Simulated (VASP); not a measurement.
# Br (Fd-3m) in VASP: density of states with PBEsol

Aim: the density of states of Br with PBEsol.

Program: VASP 6.6.1. These are calculated values, not measurements. Logs are shortened: lines on timing, memory, paths and dates and some standing lists are left out, and cuts for length are marked.

**1. The cell of the first run**

It takes space group Fd-3m (No. 227, cubic). The conventional cell has a = 5.049 Å, b = 5.049 Å, c = 5.049 Å, α = 90.00°, β = 90.00°, γ = 90.00°. Within 2.9 Å of Br (site symmetry -43m) lie 4 Br at 2.19 Å.

**2. Density of states, PBEsol (volume scaled by 0.4)**

Contents of POSCAR:

```
Br
1.0
    0.0000000000      2.5246134719      2.5246134719
    2.5246134719      0.0000000000      2.5246134719
    2.5246134719      2.5246134719      0.0000000000
Br
2
Direct
   -0.1250000000     -0.1250000000     -0.1250000000
    0.1250000000      0.1250000000      0.1250000000
```

Contents of INCAR.step1:

```
  ALGO = Normal
  EDIFF = 1E-6
  ENCUT = 520
  GGA = PS
  ISIF = 2
  ISMEAR = -1
  LASPH = T
  LCHARG = T
  LREAL = F
  LWAVE = F
  NBANDS = 14
  NELM = 100
  PREC = Accurate
  SIGMA = 0.1
```

Contents of KPOINTS.step1:

```
k-points
0
Gamma
  11 11 11
```

Contents of INCAR.step2:

```
  ALGO = Normal
  EDIFF = 1E-6
  ENCUT = 520
  GGA = PS
  ICHARG = 11
  ISIF = 2
  ISMEAR = -5
  LASPH = T
  LCHARG = F
  LORBIT = 10
  LREAL = F
  LWAVE = F
  NEDOS = 2001
  NELM = 100
  PREC = Accurate
  SIGMA = 0.1
```

Contents of KPOINTS.step2:

```
k-points
0
Gamma
  17 17 17
```

Potentials or basis: VASP PAW PBE potentials, release 64 (Br).

On the command line:

```console
> cat potpaw_PBE.64/Br/POTCAR > POTCAR
> cp INCAR.step1 INCAR
> cp KPOINTS.step1 KPOINTS
> mpirun -np 1 vasp_std > vasp.out
> cp INCAR.step2 INCAR
> cp KPOINTS.step2 KPOINTS
> mpirun -np 1 vasp_std > vasp.out
```

OUTCAR:

```text
EDIFF = 1E-6
   ENCUT = 520
   GGA = PS
   ICHARG = 11
   ISIF = 2
   ISMEAR = -5
   LASPH = T
   LORBIT = 10
   LREAL = F
   NELM = 100
   PREC = Accurate

 ion  position               nearest neighbor table
   1  0.875  0.875  0.875-   2 2.19   2 2.19   2 2.19   2 2.19
   2  0.125  0.125  0.125-   1 2.19   1 2.19   1 2.19   1 2.19

  LATTYP: Found a face centered cubic cell.
 ALAT       =     5.0492269438

  Lattice vectors:

 A1 = (   0.0000000000,   2.5246134719,   2.5246134719)
 A2 = (   2.5246134719,   0.0000000000,   2.5246134719)
 A3 = (   2.5246134719,   2.5246134719,   0.0000000000)

Analysis of symmetry for initial positions (statically):
=====================================================================
 Subroutine PRICEL returns:
 Original cell was already a primitive cell.

 Routine SETGRP: Setting up the symmetry group for a
 face centered cubic supercell.

 Subroutine GETGRP returns: Found 48 space group operations
 (whereof 12 operations were pure point group operations)
 out of a pool of 48 trial point group operations.

The static configuration has the point symmetry D_3d.
 The point group associated with its full space group is O_h .

Analysis of symmetry for dynamics (positions and initial velocities):
=====================================================================
 Subroutine PRICEL returns:
 Original cell was already a primitive cell.

 Routine SETGRP: Setting up the symmetry group for a
 face centered cubic supercell.

 Subroutine GETGRP returns: Found 48 space group operations
 (whereof 12 operations were pure point group operations)
 out of a pool of 48 trial point group operations.

The dynamic configuration has the point symmetry D_3d.
 The point group associated with its full space group is O_h .

 Subroutine INISYM returns: Found 48 space group operations
 (whereof 12 operations are pure point group operations),
 and found     1 'primitive' translations

----------------------------------------------------------------------------------------

                                     Primitive cell

  volume of cell :      32.1821

  direct lattice vectors                    reciprocal lattice vectors
     0.000000000  2.524613472  2.524613472    -0.198050120  0.198050120  0.198050120
     2.524613472  0.000000000  2.524613472     0.198050120 -0.198050120  0.198050120
     2.524613472  2.524613472  0.000000000     0.198050120  0.198050120 -0.198050120

  length of vectors
     3.570342612  3.570342612  3.570342612     0.343032870  0.343032870  0.343032870

  position of ions in fractional coordinates (direct lattice)
     0.875000000  0.875000000  0.875000000
     0.125000000  0.125000000  0.125000000

  ion indices of the primitive-cell ions
   primitive index   ion index
                 1           1
                 2           2

----------------------------------------------------------------------------------------

 KPOINTS: k-points

Automatic generation of k-mesh.
 Grid dimensions read from file:
 generate k-points for:   17   17   17

 Generating k-lattice:

  Cartesian coordinates                     Fractional coordinates (reciprocal lattice)
    -0.011650007  0.011650007  0.011650007     0.058823529  0.000000000  0.000000000
     0.011650007 -0.011650007  0.011650007     0.000000000  0.058823529  0.000000000
     0.011650007  0.011650007 -0.011650007     0.000000000  0.000000000  0.058823529

  Length of vectors
     0.020178404  0.020178404  0.020178404

  Shift w.r.t. Gamma in fractional coordinates (k-lattice)
     0.000000000  0.000000000  0.000000000

 TETIRR: Found    693 inequivalent tetrahedra from    29478

 Subroutine IBZKPT returns following result:
 ===========================================

 Found    165 irreducible k-points:

 Following reciprocal coordinates:
            Coordinates               Weight
  0.000000  0.000000  0.000000      1.000000
  0.058824  0.000000  0.000000      8.000000
  0.117647  0.000000  0.000000      8.000000
  0.176471  0.000000  0.000000      8.000000
  0.235294  0.000000  0.000000      8.000000
  0.294118  0.000000  0.000000      8.000000
[... 16 lines left out ...]
 -0.176471  0.058824  0.000000     24.000000
 -0.117647  0.058824  0.000000     24.000000
 [... further k-points ...]
   k-points           NKPTS =    165   k-points in BZ     NKDIM =    165   number of bands    NBANDS=     11
   number of dos      NEDOS =   2001   number of ions     NIONS =      2
   total plane-waves  NPLWV =  21952
   dimension x,y,z NGX =    28 NGY =   28 NGZ =   28
   dimension x,y,z NGXF=    56 NGYF=   56 NGZF=   56
   ions per type =               2
   NGX,Y,Z   is equivalent  to a cutoff of  13.04, 13.04, 13.04 a.u.
   NGXF,Y,Z  is equivalent  to a cutoff of  26.08, 26.08, 26.08 a.u.
 SYSTEM =  unknown system
   PREC   = accura    normal or accurate (medium, high low for compatibility)
   ISTART =      0    job   : 0-new  1-cont  2-samecut
   ICHARG =     11    charge: 1-file 2-atom 10-const
   ISPIN  =      1    spin polarized calculation?
   LNONCOLLINEAR =      F non collinear calculations
   LSORBIT =      F    spin-orbit coupling
   LASPH  =      T    aspherical Exc in radial PAW
   ENCUT  =  520.0 eV  38.22 Ry    6.18 a.u.   6.64  6.64  6.64*2*pi/ulx,y,z
   NELM   =    100;   NELMIN=  2; NELMDL=  0     # of ELM steps
   EDIFF  = 0.1E-05   stopping-criterion for ELM
   LREAL  =      F    real-space projection
   EDIFFG = 0.1E-04   stopping-criterion for IOM
   NSW    =      0    number of steps for IOM
   IBRION =     -1    ionic relax: 0-MD 1-quasi-New 2-CG
   NFREE  =      0    steps in history (QN), initial steepest desc. (CG)
   ISIF   =      2    stress and relaxation
   ISYM   =      2    0-nonsym 1-usesym 2-fastsym
   POTIM  = 0.5000    time-step for ionic-motion
   TEBEG  =    0.0;   TEEND  =   0.0 temperature during run
   PSTRESS=    0.0 pullay stress
   NELECT =      14.0000    total number of electrons
   NUPDOWN=      -1.0000    fix difference up-down
   EMIN   =  10.00;   EMAX   =-10.00  energy-range for DOS
   EFERMI =   0.00;   METHOD = LEGACY
   ISMEAR =    -5;   SIGMA  =   0.10  broadening in eV -4-tet -1-fermi 0-gaus
   EFERMI_NEDOS =   21; number of points for ismear=-14 and -15
   IALGO  =     38    algorithm
   IMIX   =      4    mixing-type and parameters
     AMIX     =   0.40;   BMIX     =  1.00
     AMIX_MAG =   1.60;   BMIX_MAG =  1.00
  volume/ion in A,a.u.               =      16.09       108.59
  Fermi-wavevector in a.u.,A,eV,Ry     =   1.240450  2.344111 20.935507  1.538716
  Thomas-Fermi vector in A             =   2.374890
   LORBIT       =     10    0 simple, 1 ext, 2 COOP (PROOUT), +10 PAW based schemes
   GGA     = PS    functional components
   LHFCALC =     F    Hartree Fock is set to
   AEXX    =    0.0000 exact exchange contribution
   IVDW    =     0    specifies the selected vdW correction
   LEPSILON=     F    determine dielectric tensor
   LRPA    =     F    only Hartree local field effects (RPA)
 non-spin polarized calculation
 Fermi weights with tetrahedron method with Bloechl corrections
  energy-cutoff  :      520.00
  volume of cell :       32.18
 maximum number of plane-waves:       893

 number of electron      14.0000001 magnetization

 Free energy of the ion-electron system (eV)
  ---------------------------------------------------
  ext. energy  EPLUGINS =         0.00000000
  ---------------------------------------------------
  free energy    TOTEN  =         5.85974159 eV

  energy without entropy =        5.85974159  energy(sigma->0) =        5.85974159

 E-fermi :   9.7912     XC(G=0): -11.5232

 val. band max:        9.7843975318   @ k =  -0.4706   0.2353   0.0000
 cond. band min:       9.7920433306   @ k =  -0.2941   0.2941   0.0000
 fundamental gap:      0.0076457988
 Fermi energy:         9.7911544714

 k-point     1 :       0.0000    0.0000    0.0000
  band No.  band energies     occupation
      1     -14.1436      2.00000
      2      -1.2622      2.00000
      3       1.6370      2.00000
      4       1.6370      2.00000
      5       1.6370      2.00000
      6       6.0171      2.00000
      7       6.0171      2.00000
      8       6.0171      2.00000
      9      13.3562      0.00000
     10      16.0147      0.00000
     11      16.0147      0.00000

 k-point     2 :       0.0588    0.0000    0.0000
  band No.  band energies     occupation
      1     -14.0977      2.00000
      2      -1.6673      2.00000
      3       1.5720      2.00000
      4       1.5720      2.00000
      5       1.8795      2.00000
      6       6.1167      2.00000
      7       6.1167      2.00000
      8       6.1305      2.00000
      9      13.5539      0.00000
     10      15.8274      0.00000
     11      15.8274      0.00000

 k-point     3 :       0.1176    0.0000    0.0000
  band No.  band energies     occupation
      1     -13.9616      2.00000
      2      -2.5652      2.00000
      3       1.4001      2.00000
      4       1.4001      2.00000
      5       2.2621      2.00000
      6       6.3836      2.00000
      7       6.3836      2.00000
      8       6.5267      2.00000
      9      14.0895      0.00000
     10      15.4612      0.00000
     11      15.4612      0.00000
[... 267 lines left out ...]
 k-point    23 :      -0.1765    0.0588    0.0000
  band No.  band energies     occupation
      1     -13.6073      2.00000
      2      -4.0893      2.00000
      3       0.6355      2.00000
      4       1.2082      2.00000
      5       2.8077      2.00000
      6       6.7186      2.00000
      7       6.8956      2.00000
      8       7.8296      2.00000
      9      14.6463      0.00000
     10      15.1123      0.00000
     11      15.5121      0.00000

 k-point    24 :      -0.1176    0.0588    0.0000
  band No.  band energies     occupation
      1     -13.8564      2.00000
      2      -3.0798      2.00000
      3       0.9482      2.00000
      4       1.4208      2.00000
      5       2.6369      2.00000
      6       6.3810      2.00000
      7       6.4411      2.00000
      8       7.1052      2.00000
      9      14.4666      0.00000
     10      14.9149      0.00000
     11      15.6099      0.00000

 [... further k-points ...]
[... 5 lines left out ...]
  --------------------------------------------------------------------------------------
  -------------------------------------------------------------------------------------
  Total       23.8262739     23.8262739     23.8262739      0.0000000      0.0000000      0.0000000
  in kB     1186.1839130   1186.1839130   1186.1839130      0.0000000      0.0000000      0.0000000
  external PRESSURE =    1186.1839130 kB  Pullay stress =       0.0000000 kB

 VOLUME and BASIS-vectors are now :
 -----------------------------------------------------------------------------
  energy-cutoff  :      520.00
  volume of cell :       32.18
      direct lattice vectors                 reciprocal lattice vectors
     0.000000000  2.524613472  2.524613472    -0.198050120  0.198050120  0.198050120
     2.524613472  0.000000000  2.524613472     0.198050120 -0.198050120  0.198050120
     2.524613472  2.524613472  0.000000000     0.198050120  0.198050120 -0.198050120

 POSITION                                       TOTAL-FORCE (eV/Angst)
 -----------------------------------------------------------------------------------
      4.41807      4.41807      4.41807         0.000000      0.000000      0.000000
      0.63115      0.63115      0.63115        -0.000000     -0.000000     -0.000000
 -----------------------------------------------------------------------------------
    total drift:                                0.000000     -0.000000     -0.000000

  FREE ENERGIE OF THE ION-ELECTRON SYSTEM (eV)
  ---------------------------------------------------
  free  energy   TOTEN  =         5.8597415950 eV

  energy  without entropy=        5.8597415950  energy(sigma->0) =        5.85974159

 total charge

# of ion       s       p       d       tot
------------------------------------------
    1        1.713   3.166   0.355   5.234
    2        1.713   3.166   0.355   5.234
--------------------------------------------------
tot          3.426   6.332   0.710  10.468
```

It took 32 s on 1 thread of AMD EPYC 9R45 (Zen 5), shared host; peak memory 0.15 GiB.

What came out:

```
Valence electrons inside the program's atomic spheres : Br 5.23
```

Levels at points of the mesh, in eV from the Fermi level:
```tsv
k point	band 5	band 6	band 7	band 8	band 9	band 10
(0.00, 0.00, 0.00)	-8.15	-3.77	-3.77	-3.77	3.57	6.22
```

Caveat: the PAW data sets were made with another functional, which shifts forces and pressure a little; tetrahedron occupations give inexact forces and stress in metals.
